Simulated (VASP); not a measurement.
# AgB2 (P6/mmm) in VASP: notebook

AgB2 is run at these levels: PBEsol; tasks: single point.

All numbers are computed with VASP 6.6.1; they aren't measurements. Logs are shortened: lines on timing, memory, paths and dates and some standing lists are left out, and cuts for length are marked.

## Step 1: The cell of the first run

Symmetry: P6/mmm, No. 191, hexagonal system. The conventional cell has a = 2.922 Å, b = 2.922 Å, c = 3.924 Å, α = 90.00°, β = 90.00°, γ = 120.00°. Ag (site symmetry 6/mmm) has 12 B at 2.59 Å and 6 Ag at 2.92 Å within 3.4 Å. B (site symmetry -6m2) has 3 B at 1.69 Å within 2.2 Å.

## Step 2: Single point, PBEsol

File INCAR:

```
PREC = Accurate
ENCUT = 520
EDIFF = 1E-6
ISMEAR = 1
SIGMA = 0.1
LREAL = False
LASPH = True
NELM = 100
ALGO = Normal
ISIF = 2
LWAVE = False
LCHARG = True
GGA = PS
LELF = True
LVHAR = True
NBANDS = 16
```

File KPOINTS:

```
Automatic mesh
0
Gamma
  11 11 7
```

File POSCAR:

```
AgB2
1.0
    2.9223471313      0.0000000000      0.0000000000
   -1.4611735656      2.5308267035      0.0000000000
    0.0000000000      0.0000000000      3.9236735509
Ag B
1 2
Direct
    0.0000000000      0.0000000000      0.0000000000
    0.3333333333      0.6666666667      0.5000000000
    0.6666666667      0.3333333333      0.5000000000
```

Potentials or basis: VASP PAW PBE potentials, release 64 (Ag, B).

Launch:

```bash
$ cat potpaw_PBE.64/Ag/POTCAR potpaw_PBE.64/B/POTCAR > POTCAR
$ mpirun -np 1 vasp_std > vasp.out
```

OUTCAR:

```text
PREC = Accurate
   ENCUT = 520
   EDIFF = 1E-6
   ISMEAR = 1
   LREAL = False
   LASPH = True
   NELM = 100
   ISIF = 2
   GGA = PS

 ion  position               nearest neighbor table
   1  0.000  0.000  0.000-   2 2.59   2 2.59   3 2.59   3 2.59   2 2.59   3 2.59   2 2.59   3 2.59
                             3 2.59   3 2.59   2 2.59   2 2.59
   2  0.333  0.667  0.500-   3 1.69   3 1.69   3 1.69   1 2.59   1 2.59   1 2.59   1 2.59   1 2.59
                             1 2.59
   3  0.667  0.333  0.500-   2 1.69   2 1.69   2 1.69   1 2.59   1 2.59   1 2.59   1 2.59   1 2.59
                             1 2.59

  LATTYP: Found a hexagonal cell.
 ALAT       =     2.9223471313
 C/A-ratio  =     1.3426445849

  Lattice vectors:

 A1 = (   2.9223471313,   0.0000000000,   0.0000000000)
 A2 = (  -1.4611735656,   2.5308267035,   0.0000000000)
 A3 = (   0.0000000000,   0.0000000000,   3.9236735509)

Analysis of symmetry for initial positions (statically):
=====================================================================
 Subroutine PRICEL returns:
 Original cell was already a primitive cell.

 Routine SETGRP: Setting up the symmetry group for a
 hexagonal supercell.

 Subroutine GETGRP returns: Found 24 space group operations
 (whereof 24 operations were pure point group operations)
 out of a pool of 24 trial point group operations.

The static configuration has the point symmetry D_6h.

Analysis of symmetry for dynamics (positions and initial velocities):
=====================================================================
 Subroutine PRICEL returns:
 Original cell was already a primitive cell.

 Routine SETGRP: Setting up the symmetry group for a
 hexagonal supercell.

 Subroutine GETGRP returns: Found 24 space group operations
 (whereof 24 operations were pure point group operations)
 out of a pool of 24 trial point group operations.

The dynamic configuration has the point symmetry D_6h.

 Subroutine INISYM returns: Found 24 space group operations
 (whereof 24 operations are pure point group operations),
 and found     1 'primitive' translations

----------------------------------------------------------------------------------------

                                     Primitive cell

  volume of cell :      29.0193

  direct lattice vectors                    reciprocal lattice vectors
     2.922347131  0.000000000  0.000000000     0.342190696  0.197563902  0.000000000
    -1.461173566  2.530826703  0.000000000     0.000000000  0.395127805  0.000000000
     0.000000000  0.000000000  3.923673551     0.000000000  0.000000000  0.254863201

  length of vectors
     2.922347131  2.922347001  3.923673551     0.395127787  0.395127805  0.254863201

  position of ions in fractional coordinates (direct lattice)
     0.000000000  0.000000000  0.000000000
     0.333333333  0.666666667  0.500000000
     0.666666667  0.333333333  0.500000000

  ion indices of the primitive-cell ions
   primitive index   ion index
                 1           1
                 2           2
                 3           3

----------------------------------------------------------------------------------------

 KPOINTS: Automatic mesh

Automatic generation of k-mesh.
 Grid dimensions read from file:
 generate k-points for:   11   11    7

 Generating k-lattice:

  Cartesian coordinates                     Fractional coordinates (reciprocal lattice)
     0.031108245  0.017960355  0.000000000     0.090909091  0.000000000  0.000000000
     0.000000000  0.035920710  0.000000000     0.000000000  0.090909091  0.000000000
     0.000000000  0.000000000  0.036409029     0.000000000  0.000000000  0.142857143

  Length of vectors
     0.035920708  0.035920710  0.036409029

  Shift w.r.t. Gamma in fractional coordinates (k-lattice)
     0.000000000  0.000000000  0.000000000

 Subroutine IBZKPT returns following result:
 ===========================================

 Found     64 irreducible k-points:

 Following reciprocal coordinates:
            Coordinates               Weight
  0.000000  0.000000  0.000000      1.000000
  0.090909 -0.000000  0.000000      6.000000
  0.181818  0.000000  0.000000      6.000000
  0.272727  0.000000  0.000000      6.000000
  0.363636 -0.000000  0.000000      6.000000
  0.454545  0.000000  0.000000      6.000000
[... 16 lines left out ...]
  0.090909  0.090909  0.142857     12.000000
  0.181818  0.090909  0.142857     24.000000
 [... further k-points ...]
   k-points           NKPTS =     64   k-points in BZ     NKDIM =     64   number of bands    NBANDS=     16
   number of dos      NEDOS =    301   number of ions     NIONS =      3
   total plane-waves  NPLWV =  17280
   dimension x,y,z NGX =    24 NGY =   24 NGZ =   30
   dimension x,y,z NGXF=    48 NGYF=   48 NGZF=   60
   ions per type =               1   2
   NGX,Y,Z   is equivalent  to a cutoff of  13.65, 13.65, 12.71 a.u.
   NGXF,Y,Z  is equivalent  to a cutoff of  27.31, 27.31, 25.42 a.u.
 SYSTEM =  unknown system
   PREC   = accura    normal or accurate (medium, high low for compatibility)
   ISTART =      0    job   : 0-new  1-cont  2-samecut
   ICHARG =      2    charge: 1-file 2-atom 10-const
   ISPIN  =      1    spin polarized calculation?
   LNONCOLLINEAR =      F non collinear calculations
   LSORBIT =      F    spin-orbit coupling
   LASPH  =      T    aspherical Exc in radial PAW
   ENCUT  =  520.0 eV  38.22 Ry    6.18 a.u.   5.43  5.43  7.30*2*pi/ulx,y,z
   NELM   =    100;   NELMIN=  2; NELMDL= -5     # of ELM steps
   EDIFF  = 0.1E-05   stopping-criterion for ELM
   LREAL  =      F    real-space projection
   EDIFFG = 0.1E-04   stopping-criterion for IOM
   NSW    =      0    number of steps for IOM
   IBRION =     -1    ionic relax: 0-MD 1-quasi-New 2-CG
   NFREE  =      0    steps in history (QN), initial steepest desc. (CG)
   ISIF   =      2    stress and relaxation
   ISYM   =      2    0-nonsym 1-usesym 2-fastsym
   POTIM  = 0.5000    time-step for ionic-motion
   TEBEG  =    0.0;   TEEND  =   0.0 temperature during run
   PSTRESS=    0.0 pullay stress
   NELECT =      17.0000    total number of electrons
   NUPDOWN=      -1.0000    fix difference up-down
   EMIN   =  10.00;   EMAX   =-10.00  energy-range for DOS
   EFERMI =   0.00;   METHOD = LEGACY
   ISMEAR =     1;   SIGMA  =   0.10  broadening in eV -4-tet -1-fermi 0-gaus
   EFERMI_NEDOS =   21; number of points for ismear=-14 and -15
   IALGO  =     38    algorithm
   IMIX   =      4    mixing-type and parameters
     AMIX     =   0.40;   BMIX     =  1.00
     AMIX_MAG =   1.60;   BMIX_MAG =  1.00
  volume/ion in A,a.u.               =       9.67        65.28
  Fermi-wavevector in a.u.,A,eV,Ry     =   1.369816  2.588576 25.529901  1.876395
  Thomas-Fermi vector in A             =   2.495657
   LORBIT       =      0    0 simple, 1 ext, 2 COOP (PROOUT), +10 PAW based schemes
   GGA     = PS    functional components
   LHFCALC =     F    Hartree Fock is set to
   AEXX    =    0.0000 exact exchange contribution
   IVDW    =     0    specifies the selected vdW correction
   LEPSILON=     F    determine dielectric tensor
   LRPA    =     F    only Hartree local field effects (RPA)
 non-spin polarized calculation
 Methfessel and Paxton  Order N= 1 SIGMA  =   0.10
  energy-cutoff  :      520.00
  volume of cell :       29.02
 maximum number of plane-waves:       830
 NGX is ok and might be reduce to    24
   NGX = 11   NGY = 11   NGZ = 15

 number of electron      17.0000007 magnetization

 Free energy of the ion-electron system (eV)
  ---------------------------------------------------
  ext. energy  EPLUGINS =         0.00000000
  ---------------------------------------------------
  free energy    TOTEN  =       -15.72709322 eV

  energy without entropy =      -15.72622075  energy(sigma->0) =      -15.72680240

 E-fermi :   8.2452     XC(G=0): -12.6538

 val. band max:        8.2309497203   @ k =   0.3636   0.2727   0.4286
 cond. band min:       8.2574223769   @ k =   0.2727   0.2727   0.2857
 fundamental gap:      0.0264726567
 Fermi energy:         8.2451849861

 k-point     1 :       0.0000    0.0000    0.0000
  band No.  band energies     occupation
      1      -4.6465      2.00000
      2       1.8716      2.00000
      3       2.9664      2.00000
      4       2.9664      2.00000
      5       3.8977      2.00000
      6       4.0898      2.00000
[... 8 lines left out ...]
     15      25.6535      0.00000
     16      27.2407      0.00000

 k-point     2 :       0.0909   -0.0000    0.0000
  band No.  band energies     occupation
      1      -4.4847      2.00000
      2       1.9956      2.00000
      3       2.8687      2.00000
      4       3.0783      2.00000
      5       3.1993      2.00000
      6       4.0626      2.00000
[... 8 lines left out ...]
     15      26.2128      0.00000
     16      26.6456      0.00000

 k-point     3 :       0.1818    0.0000    0.0000
  band No.  band energies     occupation
      1      -4.0063      2.00000
      2       2.2434      2.00000
      3       2.5848      2.00000
      4       2.6722      2.00000
      5       3.3940      2.00000
      6       3.9902      2.00000
[... 8 lines left out ...]
     15      25.0662      0.00000
     16      26.1384      0.00000

 k-point     4 :       0.2727    0.0000    0.0000
  band No.  band energies     occupation
      1      -3.2324      2.00000
      2       2.0679      2.00000
      3       2.1366      2.00000
      4       2.7196      2.00000
      5       3.8508      2.00000
      6       3.8970      2.00000
[... 8 lines left out ...]
     15      23.3820      0.00000
     16      25.1076      0.00000
[... 324 lines left out ...]
 k-point    22 :       0.4545    0.0000    0.1429
  band No.  band energies     occupation
      1      -0.9376      2.00000
      2       0.2911      2.00000
      3       2.0357      2.00000
      4       2.2568      2.00000
      5       3.5667      2.00000
      6       4.7095      2.00000
[... 8 lines left out ...]
     15      21.8569      0.00000
     16      25.9934      0.00000

 k-point    23 :       0.0909    0.0909    0.1429
  band No.  band energies     occupation
      1      -4.0216      2.00000
      2       1.9203      2.00000
      3       2.7133      2.00000
      4       2.7891      2.00000
      5       3.3352      2.00000
      6       3.9335      2.00000
[... 8 lines left out ...]
     15      24.0499      0.00000
     16      26.5931      0.00000

 k-point    24 :       0.1818    0.0909    0.1429
  band No.  band energies     occupation
      1      -3.4137      2.00000
      2       2.0047      2.00000
      3       2.4519      2.00000
      4       2.6481      2.00000
      5       3.7107      2.00000
      6       3.7981      2.00000
[... 8 lines left out ...]
     15      22.0089      0.00000
     16      25.4539      0.00000

 [... further k-points ...]
[... 5 lines left out ...]
  --------------------------------------------------------------------------------------
  -------------------------------------------------------------------------------------
  Total        3.0763475      3.0763471      1.1648034      0.0000000     -0.0000000      0.0000000
  in kB      169.8473952    169.8473750     64.3096475      0.0000000     -0.0000000      0.0000000
  external PRESSURE =     134.6681392 kB  Pullay stress =       0.0000000 kB

 VOLUME and BASIS-vectors are now :
 -----------------------------------------------------------------------------
  energy-cutoff  :      520.00
  volume of cell :       29.02
      direct lattice vectors                 reciprocal lattice vectors
     2.922347131  0.000000000  0.000000000     0.342190696  0.197563902  0.000000000
    -1.461173566  2.530826703  0.000000000     0.000000000  0.395127805  0.000000000
     0.000000000  0.000000000  3.923673551     0.000000000  0.000000000  0.254863201

 POSITION                                       TOTAL-FORCE (eV/Angst)
 -----------------------------------------------------------------------------------
      0.00000      0.00000      0.00000         0.000000      0.000000      0.000000
     -0.00000      1.68722      1.96184        -0.000000      0.000000      0.000000
      1.46117      0.84361      1.96184         0.000000     -0.000000     -0.000000
 -----------------------------------------------------------------------------------
    total drift:                               -0.000000      0.000000     -0.000000

  FREE ENERGIE OF THE ION-ELECTRON SYSTEM (eV)
  ---------------------------------------------------
  free  energy   TOTEN  =       -15.7270932202 eV

  energy  without entropy=      -15.7262207500  energy(sigma->0) =      -15.72680240
```

It took 14 s on 1 thread of AMD EPYC 9R45 (Zen 5), shared host; peak memory 0.13 GiB.

What came out:

```
Free energy : -15.7271 eV
Pressure    : 13.5 GPa
```

Stress tensor (GPa, compression positive):
```
16.98  0.00  0.00
 0.00 16.98  0.00
 0.00  0.00  6.43
```

Caveat: the PAW data sets were made with another functional, which shifts forces and pressure a little.

## Step 3: Single point, PBEsol

This run uses another cell than the first one, of 9.94 Å³/atom, 1.028 times its volume.

File INCAR:

```
ALGO = Normal
EDIFF = 1E-7
ENCUT = 520
GGA = PS
ISIF = 2
ISMEAR = 1
LASPH = True
LCHARG = False
LREAL = False
LWAVE = False
NBANDS = 16
NELM = 100
PREC = Accurate
SIGMA = 0.1
```

File KPOINTS:

```
k-points
0
Gamma
  11 11 7
```

File POSCAR:

```
AgB2
1.0
    2.9491591531      0.0000000000      0.0000000000
   -1.4745795766      2.5540465941      0.0000000000
    0.0000000000      0.0000000000      3.9596725668
Ag B
1 2
Direct
    0.0000000000      0.0000000000      0.0000000000
    0.3333333333      0.6666666667      0.5000000000
    0.6666666667      0.3333333333      0.5000000000
```

Potentials or basis: VASP PAW PBE potentials, release 64 (Ag, B).

Launch:

```bash
$ cat potpaw_PBE.64/Ag/POTCAR potpaw_PBE.64/B/POTCAR > POTCAR
$ mpirun -np 1 vasp_std > vasp.out
```

Wall time 17 s (1 thread of AMD EPYC 9R45 (Zen 5), shared host); peak memory 0.13 GiB.

It converged, with:

```
Free energy : -15.7803 eV
Pressure    : 7.6 GPa
```

Stress tensor (GPa, compression positive):
```
10.41  0.00  0.00
 0.00 10.41  0.00
 0.00  0.00  2.13
```

Levels at points of the mesh, in eV from the Fermi level:
| k point | band 5 | band 6 | band 7 | band 8 | band 9 | band 10 | band 11 | band 12 |
| --- | --- | --- | --- | --- | --- | --- | --- | --- |
| (0.00, 0.00, 0.00) | -4.19 | -4.08 | -4.08 | 1.40 | 1.40 | 1.51 | 7.74 | 7.74 |

Caveat: the PAW data sets were made with another functional, which shifts forces and pressure a little.

## Step 4: Single point, PBEsol

This run uses another cell than the first one, of 10.21 Å³/atom, 1.056 times its volume.

File INCAR:

```
SYSTEM = AgB2
  PREC = Accurate
  ENCUT = 520
  EDIFF = 1E-6
  ISMEAR = 1
  SIGMA = 0.1
  LREAL = .FALSE.
  LASPH = .TRUE.
  NELM = 80
  ALGO = Normal
  ISIF = 2
  LWAVE = .FALSE.
  LCHARG = .TRUE.
  GGA = PS
  LELF = .TRUE.
  LVHAR = .TRUE.
  NBANDS = 16
```

File KPOINTS:

```
regular mesh
0
G
  11 11 7
  0 0 0
```

File POSCAR:

```
AgB2
1.0
    2.9754923246      0.0000000000      0.0000000000
   -1.4877461623      2.5768517882      0.0000000000
    0.0000000000      0.0000000000      3.9950286569
Ag B
1 2
Direct
    0.0000000000      0.0000000000      0.0000000000
    0.3333333333      0.6666666667      0.5000000000
    0.6666666667      0.3333333333      0.5000000000
```

Launch:

```bash
$ cat potpaw_PBE.64/Ag/POTCAR potpaw_PBE.64/B/POTCAR > POTCAR
$ mpirun -np 1 vasp_std > vasp.out
```

It took 15 s on 1 thread of AMD EPYC 9R45 (Zen 5), shared host; peak memory 0.13 GiB.

The run converged. Its results:

```yaml
Free_energy: -15.8064 eV
Pressure: 2.7 GPa
```

Stress tensor (GPa, compression positive):
```
 4.75  0.00  0.00
 0.00  4.75  0.00
 0.00  0.00 -1.45
```

Levels at points of the mesh, in eV from the Fermi level:
| k point | band 5 | band 6 | band 7 | band 8 | band 9 | band 10 | band 11 | band 12 |
| --- | --- | --- | --- | --- | --- | --- | --- | --- |
| (0.00, 0.00, 0.00) | -4.05 | -4.01 | -4.01 | 1.38 | 1.38 | 1.41 | 7.66 | 7.66 |

Caveat: the PAW data sets were made with another functional, which shifts forces and pressure a little.

(Part 1 of 2 ends here.)
